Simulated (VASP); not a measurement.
# Sc (I4/mmm) in VASP: further runs

Sc is run at these levels: PBE, LDA+U, PBE+D4; tasks: single point, relaxation of cell and atoms.

Everything below comes from runs of VASP 6.6.1. Logs are shortened: lines on timing, memory, paths and dates and some standing lists are left out, and cuts for length are marked.

### Step 1. The cell of the first run

It takes space group I4/mmm (No. 139, tetragonal). Conventional cell: a = 3.834 Å, b = 3.834 Å, c = 3.435 Å, α = 90.00°, β = 90.00°, γ = 90.00°. Within 4.2 Å of Sc (site symmetry 4/mmm) lie 14 Sc at 3.21 to 3.83 Å.

### Step 2. Single point, PBE

Input file INCAR:

```
  PREC = Accurate
  ENCUT = 520
  EDIFF = 1E-6
  ISMEAR = 0
  SIGMA = 0.02
  LREAL = F
  LASPH = T
  NELM = 60
  ALGO = Fast
  ISIF = 2
  LWAVE = F
  LCHARG = T
  GGA = PE
  LELF = T
  LVHAR = T
  NBANDS = 12
```

Input file KPOINTS:

```
regular mesh
0
Gamma
  10 10 10
```

Input file POSCAR:

```
Sc
1.0
   -1.9172054859      1.9172054859      1.7176030000
    1.9172054859     -1.9172054859      1.7176030000
    1.9172054859      1.9172054859     -1.7176030000
Sc
1
Direct
    0.0000000000      0.0000000000      0.0000000000
```

Potentials or basis: VASP PAW PBE potentials, release 64 (Sc_sv).

On the command line:

```bash
cat potpaw_PBE.64/Sc_sv/POTCAR > POTCAR
mpirun -np 1 vasp_std > vasp.out
```

OUTCAR:

```text
PREC = Accurate
   ENCUT = 520
   EDIFF = 1E-6
   ISMEAR = 0
   LREAL = F
   LASPH = T
   NELM = 60
   ISIF = 2
   GGA = PE

 ion  position               nearest neighbor table
   1  0.000  0.000  0.000-

  LATTYP: Found a body centered tetragonal cell.
 ALAT       =     3.8344109718
 C/A-ratio  =     0.8958888406

  Lattice vectors:

 A1 = (  -1.9172054859,   1.9172054859,   1.7176030000)
 A2 = (   1.9172054859,  -1.9172054859,   1.7176030000)
 A3 = (   1.9172054859,   1.9172054859,  -1.7176030000)

Analysis of symmetry for initial positions (statically):
=====================================================================
 Subroutine PRICEL returns:
 Original cell was already a primitive cell.

 Routine SETGRP: Setting up the symmetry group for a
 body centered tetragonal supercell.

 Subroutine GETGRP returns: Found 16 space group operations
 (whereof 16 operations were pure point group operations)
 out of a pool of 16 trial point group operations.

The static configuration has the point symmetry D_4h.

Analysis of symmetry for dynamics (positions and initial velocities):
=====================================================================
 Subroutine PRICEL returns:
 Original cell was already a primitive cell.

 Routine SETGRP: Setting up the symmetry group for a
 body centered tetragonal supercell.

 Subroutine GETGRP returns: Found 16 space group operations
 (whereof 16 operations were pure point group operations)
 out of a pool of 16 trial point group operations.

The dynamic configuration has the point symmetry D_4h.

 Subroutine INISYM returns: Found 16 space group operations
 (whereof 16 operations are pure point group operations),
 and found     1 'primitive' translations

----------------------------------------------------------------------------------------

                                     Primitive cell

  volume of cell :      25.2534

  direct lattice vectors                    reciprocal lattice vectors
    -1.917205486  1.917205486  1.717603000     0.000000000  0.260796249  0.291103357
     1.917205486 -1.917205486  1.717603000     0.260796249  0.000000000  0.291103357
     1.917205486  1.917205486 -1.717603000     0.260796249  0.260796249  0.000000000

  length of vectors
     3.209597142  3.209597142  3.209597142     0.390839927  0.390839927  0.368821593

  position of ions in fractional coordinates (direct lattice)
     0.000000000  0.000000000  0.000000000

  ion indices of the primitive-cell ions
   primitive index   ion index
                 1           1

----------------------------------------------------------------------------------------

 KPOINTS: regular mesh

Automatic generation of k-mesh.
 Grid dimensions read from file:
 generate k-points for:   10   10   10

 Generating k-lattice:

  Cartesian coordinates                     Fractional coordinates (reciprocal lattice)
     0.000000000  0.026079625  0.029110336     0.100000000 -0.000000000  0.000000000
     0.026079625  0.000000000  0.029110336    -0.000000000  0.100000000  0.000000000
     0.026079625  0.026079625  0.000000000     0.000000000  0.000000000  0.100000000

  Length of vectors
     0.039083993  0.039083993  0.036882159

  Shift w.r.t. Gamma in fractional coordinates (k-lattice)
     0.000000000  0.000000000  0.000000000

 Subroutine IBZKPT returns following result:
 ===========================================

 Found    102 irreducible k-points:

 Following reciprocal coordinates:
            Coordinates               Weight
  0.000000  0.000000  0.000000      1.000000
  0.100000  0.000000 -0.000000      8.000000
  0.200000  0.000000 -0.000000      8.000000
  0.300000  0.000000  0.000000      8.000000
  0.400000 -0.000000  0.000000      8.000000
  0.500000 -0.000000  0.000000      4.000000
[... 16 lines left out ...]
  0.300000  0.300000 -0.000000      8.000000
  0.400000  0.300000 -0.000000     16.000000
 [... further k-points ...]
   k-points           NKPTS =    102   k-points in BZ     NKDIM =    102   number of bands    NBANDS=     12
   number of dos      NEDOS =    301   number of ions     NIONS =      1
   total plane-waves  NPLWV =  13824
   dimension x,y,z NGX =    24 NGY =   24 NGZ =   24
   dimension x,y,z NGXF=    48 NGYF=   48 NGZF=   48
   ions per type =               1
   NGX,Y,Z   is equivalent  to a cutoff of  12.43, 12.43, 12.43 a.u.
   NGXF,Y,Z  is equivalent  to a cutoff of  24.86, 24.86, 24.86 a.u.
 SYSTEM =  unknown system
   PREC   = accura    normal or accurate (medium, high low for compatibility)
   ISTART =      0    job   : 0-new  1-cont  2-samecut
   ICHARG =      2    charge: 1-file 2-atom 10-const
   ISPIN  =      1    spin polarized calculation?
   LNONCOLLINEAR =      F non collinear calculations
   LSORBIT =      F    spin-orbit coupling
   LASPH  =      T    aspherical Exc in radial PAW
   ENCUT  =  520.0 eV  38.22 Ry    6.18 a.u.   5.97  5.97  5.97*2*pi/ulx,y,z
   NELM   =     60;   NELMIN=  2; NELMDL= -5     # of ELM steps
   EDIFF  = 0.1E-05   stopping-criterion for ELM
   LREAL  =      F    real-space projection
   EDIFFG = 0.1E-04   stopping-criterion for IOM
   NSW    =      0    number of steps for IOM
   IBRION =     -1    ionic relax: 0-MD 1-quasi-New 2-CG
   NFREE  =      0    steps in history (QN), initial steepest desc. (CG)
   ISIF   =      2    stress and relaxation
   ISYM   =      2    0-nonsym 1-usesym 2-fastsym
   POTIM  = 0.5000    time-step for ionic-motion
   TEBEG  =    0.0;   TEEND  =   0.0 temperature during run
   PSTRESS=    0.0 pullay stress
   NELECT =      11.0000    total number of electrons
   NUPDOWN=      -1.0000    fix difference up-down
   EMIN   =  10.00;   EMAX   =-10.00  energy-range for DOS
   EFERMI =   0.00;   METHOD = LEGACY
   ISMEAR =     0;   SIGMA  =   0.02  broadening in eV -4-tet -1-fermi 0-gaus
   EFERMI_NEDOS =   21; number of points for ismear=-14 and -15
   IALGO  =     68    algorithm
   IMIX   =      4    mixing-type and parameters
     AMIX     =   0.40;   BMIX     =  1.00
     AMIX_MAG =   1.60;   BMIX_MAG =  1.00
  volume/ion in A,a.u.               =      25.25       170.42
  Fermi-wavevector in a.u.,A,eV,Ry     =   1.240983  2.345117 20.953486  1.540038
  Thomas-Fermi vector in A             =   2.375400
   LORBIT       =      0    0 simple, 1 ext, 2 COOP (PROOUT), +10 PAW based schemes
   GGA     = PE    functional components
   LHFCALC =     F    Hartree Fock is set to
   AEXX    =    0.0000 exact exchange contribution
   IVDW    =     0    specifies the selected vdW correction
   LEPSILON=     F    determine dielectric tensor
   LRPA    =     F    only Hartree local field effects (RPA)
 non-spin polarized calculation
 RMM-DIIS sequential band-by-band and
 Gauss-broadening in eV      SIGMA  =   0.02
  energy-cutoff  :      520.00
  volume of cell :       25.25
 maximum number of plane-waves:       700
   NGX = 11   NGY = 11   NGZ = 11

 number of electron      11.0000004 magnetization

 Free energy of the ion-electron system (eV)
  ---------------------------------------------------
  ext. energy  EPLUGINS =         0.00000000
  ---------------------------------------------------
  free energy    TOTEN  =        -6.13906772 eV

  energy without entropy =       -6.13853568  energy(sigma->0) =       -6.13880170

 E-fermi :   3.6436     XC(G=0):  -9.7847

 val. band max:        3.6427621013   @ k =  -0.2000  -0.4000   0.1000
 cond. band min:       3.6576050086   @ k =  -0.4000   0.4000   0.1000
 fundamental gap:      0.0148429073
 Fermi energy:         3.6436457762

 k-point     1 :       0.0000    0.0000    0.0000
  band No.  band energies     occupation
      1     -46.0015      2.00000
      2     -24.4321      2.00000
      3     -24.4321      2.00000
      4     -24.4030      2.00000
      5      -1.5374      2.00000
      6       4.6571      0.00000
      7       5.3440      0.00000
      8       5.3440      0.00000
      9       5.9793      0.00000
     10       6.7519      0.00000
     11      17.0438      0.00000
     12      17.0438      0.00000

 k-point     2 :       0.1000    0.0000   -0.0000
  band No.  band energies     occupation
      1     -45.9957      2.00000
      2     -24.4570      2.00000
      3     -24.4438      2.00000
      4     -24.4162      2.00000
      5      -1.2652      2.00000
      6       4.6745      0.00000
      7       5.2478      0.00000
      8       5.3670      0.00000
      9       6.0178      0.00000
     10       6.6371      0.00000
     11      16.9773      0.00000
     12      17.2922      0.00000

 k-point     3 :       0.2000    0.0000   -0.0000
  band No.  band energies     occupation
      1     -45.9807      2.00000
      2     -24.5460      2.00000
      3     -24.4744      2.00000
      4     -24.4259      2.00000
      5      -0.4969      2.00000
      6       4.4650      0.00000
      7       4.8531      0.00000
      8       5.7541      0.00000
      9       6.2269      0.00000
     10       6.4779      0.00000
     11      15.8769      0.00000
     12      16.5321      0.00000
[... 286 lines left out ...]
 k-point    23 :       0.3000    0.3000   -0.0000
  band No.  band energies     occupation
      1     -45.9362      2.00000
      2     -24.7044      2.00000
      3     -24.6354      2.00000
      4     -24.4783      2.00000
      5       3.0122      2.00000
      6       3.2803      2.00000
      7       3.8118      0.00000
      8       6.3015      0.00000
      9       7.0297      0.00000
     10       9.1985      0.00000
     11      10.4724      0.00000
     12      10.7338      0.00000

 k-point    24 :       0.4000    0.3000   -0.0000
  band No.  band energies     occupation
      1     -45.9383      2.00000
      2     -24.7033      2.00000
      3     -24.6294      2.00000
      4     -24.4686      2.00000
      5       2.8993      2.00000
      6       3.4182      2.00000
      7       3.7499      0.00000
      8       6.4282      0.00000
      9       6.6039      0.00000
     10       9.0330      0.00000
     11      10.2834      0.00000
     12      11.3413      0.00000

 [... further k-points ...]
[... 5 lines left out ...]
  --------------------------------------------------------------------------------------
  -------------------------------------------------------------------------------------
  Total       -0.1680158     -0.1680158     -0.0637026      0.0000000      0.0000000     -0.0000000
  in kB      -10.6595893    -10.6595893     -4.0415472      0.0000000      0.0000000     -0.0000000
  external PRESSURE =      -8.4535753 kB  Pullay stress =       0.0000000 kB

 VOLUME and BASIS-vectors are now :
 -----------------------------------------------------------------------------
  energy-cutoff  :      520.00
  volume of cell :       25.25
      direct lattice vectors                 reciprocal lattice vectors
    -1.917205486  1.917205486  1.717603000     0.000000000  0.260796249  0.291103357
     1.917205486 -1.917205486  1.717603000     0.260796249  0.000000000  0.291103357
     1.917205486  1.917205486 -1.717603000     0.260796249  0.260796249  0.000000000

 POSITION                                       TOTAL-FORCE (eV/Angst)
 -----------------------------------------------------------------------------------
      0.00000      0.00000      0.00000         0.000000      0.000000      0.000000
 -----------------------------------------------------------------------------------
    total drift:                                0.000000      0.000000      0.000000

  FREE ENERGIE OF THE ION-ELECTRON SYSTEM (eV)
  ---------------------------------------------------
  free  energy   TOTEN  =        -6.1390677213 eV

  energy  without entropy=       -6.1385356807  energy(sigma->0) =       -6.13880170
```

Run time: 18 s. Hardware: 1 thread of Intel Xeon Platinum 8259CL at 2.50GHz (Skylake/Cascade Lake), shared host; peak memory 0.15 GiB.

Results:

* Free energy: -6.1391 eV
* Pressure: -0.8 GPa

[end of part 1 of 3]
